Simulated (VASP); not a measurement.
Here is a VASP 6.6.1 calculation.

INCAR

```
SYSTEM = O
PREC = Accurate
ENCUT = 520
EDIFF = 1E-6
ISMEAR = -1
SIGMA = 0.05
LREAL = .FALSE.
LASPH = .TRUE.
NELM = 150
ALGO = Normal
ISIF = 2
LWAVE = .FALSE.
LCHARG = .FALSE.
ISPIN = 2
MAGMOM = 0.25 0.25
LORBIT = 11
NUPDOWN = 0.5
GGA = PE
NBANDS = 17
```

Contents of KPOINTS:

```
regular mesh
0
G
  10 10 8
  0 0 0
```

File POSCAR:

```
O
1.0
    2.8514028533     -1.6624159400      0.0000000000
    2.8514028533      1.6624159400      0.0000000000
   -2.3944914034      0.0000000000      3.6470501824
O
2
Direct
    0.0254538300      0.0254538300      0.1555740200
    0.9745461700      0.9745461700      0.8444259800
```

Potentials or basis: VASP PAW PBE potentials, release 64 (O).

Launch:

```bash
$ cat potpaw_PBE.64/O/POTCAR > POTCAR
$ mpirun -np 1 vasp_std > vasp.out
```

Q: Estimate the largest force.

A: 0.778 eV/Å.

Q: Predict the pressure.

A: 1.1 GPa.

Stress tensor (GPa, compression positive):
```
 1.45  0.00 -1.24
 0.00 -1.70  0.00
-1.24  0.00  3.63
```

Caveat: the standard files for N, O and F lose accuracy on very short bonds; the stress differs along the axes, from -2 to 4 GPa; this functional lacks dispersion, which holds the molecules together, so the pressure and a relaxed volume are unreliable; the total moment is fixed, so each spin has its own Fermi level and the state may be an excited one.
